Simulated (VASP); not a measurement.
# Cl (Fd-3m) in VASP: a series of runs

Runs on Cl. Level: LDA. Tasks: single point.

All numbers are computed with VASP 6.6.1; they aren't measurements. Logs are shortened: lines on timing, memory, paths and dates and some standing lists are left out, and cuts for length are marked.

## (1) The cell of the first run

It takes space group Fd-3m (No. 227, cubic). Conventional cell: a = 4.559 Å, b = 4.559 Å, c = 4.559 Å, α = 90.00°, β = 90.00°, γ = 90.00°. Cl (site symmetry -43m) has 4 Cl at 1.97 Å within 2.6 Å.

## (2) Single point, LDA (volume scaled by 0.4)

Input file INCAR:

```
SYSTEM = Cl
ALGO = Normal
EDIFF = 1E-6
ENCUT = 520
ISIF = 2
ISMEAR = -1
LASPH = .TRUE.
LCHARG = .FALSE.
LREAL = .FALSE.
LWAVE = .FALSE.
NBANDS = 14
NELM = 60
PREC = Accurate
SIGMA = 0.08
```

Input file KPOINTS:

```
k-points
0
G
  11 11 11
  0 0 0
```

Input file POSCAR:

```
Cl
1.0
    0.0000000000      2.2793324646      2.2793324646
    2.2793324646      0.0000000000      2.2793324646
    2.2793324646      2.2793324646      0.0000000000
Cl
2
Direct
   -0.1250000000     -0.1250000000     -0.1250000000
    0.1250000000      0.1250000000      0.1250000000
```

Potentials or basis: VASP PAW LDA potentials, release 64 (Cl).

Launch:

```bash
$ cat potpaw_LDA.64/Cl/POTCAR > POTCAR
$ mpirun -np 1 vasp_std > vasp.out
```

OUTCAR:

```text
SYSTEM = Cl
   EDIFF = 1E-6
   ENCUT = 520
   ISIF = 2
   ISMEAR = -1
   LASPH = .TRUE.
   LREAL = .FALSE.
   NELM = 60
   PREC = Accurate

 ion  position               nearest neighbor table
   1  0.875  0.875  0.875-   2 1.97   2 1.97   2 1.97   2 1.97
   2  0.125  0.125  0.125-   1 1.97   1 1.97   1 1.97   1 1.97

  LATTYP: Found a face centered cubic cell.
 ALAT       =     4.5586649292

  Lattice vectors:

 A1 = (   0.0000000000,   2.2793324646,   2.2793324646)
 A2 = (   2.2793324646,   0.0000000000,   2.2793324646)
 A3 = (   2.2793324646,   2.2793324646,   0.0000000000)

Analysis of symmetry for initial positions (statically):
=====================================================================
 Subroutine PRICEL returns:
 Original cell was already a primitive cell.

 Routine SETGRP: Setting up the symmetry group for a
 face centered cubic supercell.

 Subroutine GETGRP returns: Found 48 space group operations
 (whereof 12 operations were pure point group operations)
 out of a pool of 48 trial point group operations.

The static configuration has the point symmetry D_3d.
 The point group associated with its full space group is O_h .

Analysis of symmetry for dynamics (positions and initial velocities):
=====================================================================
 Subroutine PRICEL returns:
 Original cell was already a primitive cell.

 Routine SETGRP: Setting up the symmetry group for a
 face centered cubic supercell.

 Subroutine GETGRP returns: Found 48 space group operations
 (whereof 12 operations were pure point group operations)
 out of a pool of 48 trial point group operations.

The dynamic configuration has the point symmetry D_3d.
 The point group associated with its full space group is O_h .

 Subroutine INISYM returns: Found 48 space group operations
 (whereof 12 operations are pure point group operations),
 and found     1 'primitive' translations

----------------------------------------------------------------------------------------

                                     Primitive cell

  volume of cell :      23.6839

  direct lattice vectors                    reciprocal lattice vectors
     0.000000000  2.279332465  2.279332465    -0.219362470  0.219362470  0.219362470
     2.279332465  0.000000000  2.279332465     0.219362470 -0.219362470  0.219362470
     2.279332465  2.279332465  0.000000000     0.219362470  0.219362470 -0.219362470

  length of vectors
     3.223462885  3.223462885  3.223462885     0.379946944  0.379946944  0.379946944

  position of ions in fractional coordinates (direct lattice)
[... 85 lines left out ...]
   ISIF   =      2    stress and relaxation
   ISYM   =      2    0-nonsym 1-usesym 2-fastsym
   POTIM  = 0.5000    time-step for ionic-motion
   TEBEG  =    0.0;   TEEND  =   0.0 temperature during run
   PSTRESS=    0.0 pullay stress
   NELECT =      14.0000    total number of electrons
   NUPDOWN=      -1.0000    fix difference up-down
   EMIN   =  10.00;   EMAX   =-10.00  energy-range for DOS
   EFERMI =   0.00;   METHOD = LEGACY
   ISMEAR =    -1;   SIGMA  =   0.08  broadening in eV -4-tet -1-fermi 0-gaus
   EFERMI_NEDOS =   21; number of points for ismear=-14 and -15
   IALGO  =     38    algorithm
   IMIX   =      4    mixing-type and parameters
     AMIX     =   0.40;   BMIX     =  1.00
     AMIX_MAG =   1.60;   BMIX_MAG =  1.00
  volume/ion in A,a.u.               =      11.84        79.91
  Fermi-wavevector in a.u.,A,eV,Ry     =   1.373936  2.596363 25.683719  1.887700
  Thomas-Fermi vector in A             =   2.499408
   LORBIT       =      0    0 simple, 1 ext, 2 COOP (PROOUT), +10 PAW based schemes
   GGA     = CA    functional components
   LHFCALC =     F    Hartree Fock is set to
   AEXX    =    0.0000 exact exchange contribution
   IVDW    =     0    specifies the selected vdW correction
   LEPSILON=     F    determine dielectric tensor
   LRPA    =     F    only Hartree local field effects (RPA)
 non-spin polarized calculation
  energy-cutoff  :      520.00
  volume of cell :       23.68
 maximum number of plane-waves:       649
   NGX = 11   NGY = 11   NGZ = 11

 number of electron      13.9999998 magnetization

 Free energy of the ion-electron system (eV)
  ---------------------------------------------------
  ext. energy  EPLUGINS =         0.00000000
  ---------------------------------------------------
  free energy    TOTEN  =         4.59830922 eV

  energy without entropy =        4.62038624  energy(sigma->0) =        4.60934773

 E-fermi :  12.3223     XC(G=0): -12.4647

 val. band max:       12.3083162689   @ k =  -0.3636   0.4545   0.1818
 cond. band min:      12.3283737322   @ k =  -0.2727   0.1818   0.0000
 fundamental gap:      0.0200574633
 Fermi energy:        12.3222760648

 k-point     1 :       0.0000    0.0000    0.0000
  band No.  band energies     occupation
      1     -13.0461      2.00000
      2       2.8247      2.00000
      3       3.2909      2.00000
      4       3.2909      2.00000
      5       3.2909      2.00000
      6       8.1760      2.00000
      7       8.1760      2.00000
      8       8.1760      2.00000
      9      17.9090      0.00000
     10      18.7636      0.00000
     11      18.7636      0.00000
     12      23.8192      0.00000
     13      23.8192      0.00000
     14      23.8192      0.00000
[... 377 lines left out ...]
      1     -11.7274      2.00000
      2      -3.2435      2.00000
      3       0.8092      2.00000
      4       2.5135      2.00000
      5       6.6688      2.00000
      6       9.6138      2.00000
      7       9.8085      2.00000
      8      11.4769      1.99995
      9      16.8527      0.00000
     10      19.4702      0.00000
     11      20.2752      0.00000
     12      24.5802      0.00000
     13      26.1056      0.00000
     14      28.1265      0.00000

 [... further k-points ...]
[... 5 lines left out ...]
  --------------------------------------------------------------------------------------
  -------------------------------------------------------------------------------------
  Total       19.2644950     19.2644950     19.2644950     -0.0000000     -0.0000000      0.0000000
  in kB     1303.2123521   1303.2123521   1303.2123521     -0.0000000     -0.0000000      0.0000000
  external PRESSURE =    1303.2123521 kB  Pullay stress =       0.0000000 kB

 VOLUME and BASIS-vectors are now :
 -----------------------------------------------------------------------------
  energy-cutoff  :      520.00
  volume of cell :       23.68
      direct lattice vectors                 reciprocal lattice vectors
     0.000000000  2.279332465  2.279332465    -0.219362470  0.219362470  0.219362470
     2.279332465  0.000000000  2.279332465     0.219362470 -0.219362470  0.219362470
     2.279332465  2.279332465  0.000000000     0.219362470  0.219362470 -0.219362470

 POSITION                                       TOTAL-FORCE (eV/Angst)
 -----------------------------------------------------------------------------------
      3.98883      3.98883      3.98883         0.000000      0.000000      0.000000
      0.56983      0.56983      0.56983        -0.000000     -0.000000     -0.000000
 -----------------------------------------------------------------------------------
    total drift:                                0.000000      0.000000      0.000000

  FREE ENERGIE OF THE ION-ELECTRON SYSTEM (eV)
  ---------------------------------------------------
  free  energy   TOTEN  =         4.5983092240 eV

  energy  without entropy=        4.6203862352  energy(sigma->0) =        4.60934773
```

stdout:

```text
POSCAR found type information on POSCAR Cl
 POSCAR found :  1 types and       2 ions
 scaLAPACK will be used
 LDA part: xc-table for (Slater(with rela. corr.)+CA(PZ))
 , standard interpolation
 POSCAR, INCAR and KPOINTS ok, starting setup
 FFT: planning ... GRIDC
 FFT: planning ... GRID_SOFT
 FFT: planning ... GRID
 WAVECAR not read
 entering main loop
```

It took 5.5 s on 1 thread of Intel Xeon Platinum 8375C at 2.90GHz (Ice Lake), shared host; peak memory 0.13 GiB.

What came out:

```
Free energy            : 4.5983 eV
Pressure               : 130.3 GPa
Band gap on the k mesh : zero (band 7 reaches 15.14 eV, above the bottom of band 8 at 8.18 eV)
```

## (3) Single point, LDA (volume scaled by 0.4)

Input file INCAR:

```
SYSTEM = Cl
ALGO     = Normal         ! electronic algorithm
EDIFF    = 1E-6           ! SCF threshold, eV
ENCUT    = 520            ! plane-wave cutoff, eV
GGA      = CA             ! functional
ISIF     = 2              ! what is computed and relaxed
ISMEAR   = -1             ! smearing method
LASPH    = .TRUE.         ! aspherical terms in the spheres
LCHARG   = .FALSE.        ! write CHGCAR
LREAL    = .FALSE.        ! projectors in reciprocal space
LWAVE    = .FALSE.        ! write WAVECAR
NBANDS   = 14             ! bands
NELM     = 100            ! most SCF steps
PREC     = Accurate       ! precision mode
SIGMA    = 0.08           ! smearing width, eV
```

KPOINTS is that of step 2.

POSCAR is that of step 2.

Potentials or basis: VASP PAW LDA potentials, release 64 (Cl).

Launch:

```bash
$ cat potpaw_LDA.64/Cl/POTCAR > POTCAR
$ mpirun -np 1 vasp_std > vasp.out
```

Run time: 5.5 s. Hardware: 1 thread of Intel Xeon Platinum 8375C at 2.90GHz (Ice Lake), shared host; peak memory 0.12 GiB.

The run converged. Its results:

```yaml
Free_energy: 4.5983 eV
Pressure: 130.3 GPa
Band_gap_on_the_k_mesh: zero (band 7 reaches 15.14 eV, above the bottom of band 8 at 8.18 eV)
```

Levels at points of the mesh, in eV from the Fermi level:
| k point | band 3 | band 4 | band 5 | band 6 | band 7 | band 8 | band 9 | band 10 | band 11 | band 12 |
| --- | --- | --- | --- | --- | --- | --- | --- | --- | --- | --- |
| (0.00, 0.00, 0.00) | -9.03 | -9.03 | -9.03 | -4.15 | -4.15 | -4.15 | 5.59 | 6.44 | 6.44 | 11.50 |

(Continued in part 2 of 2.)
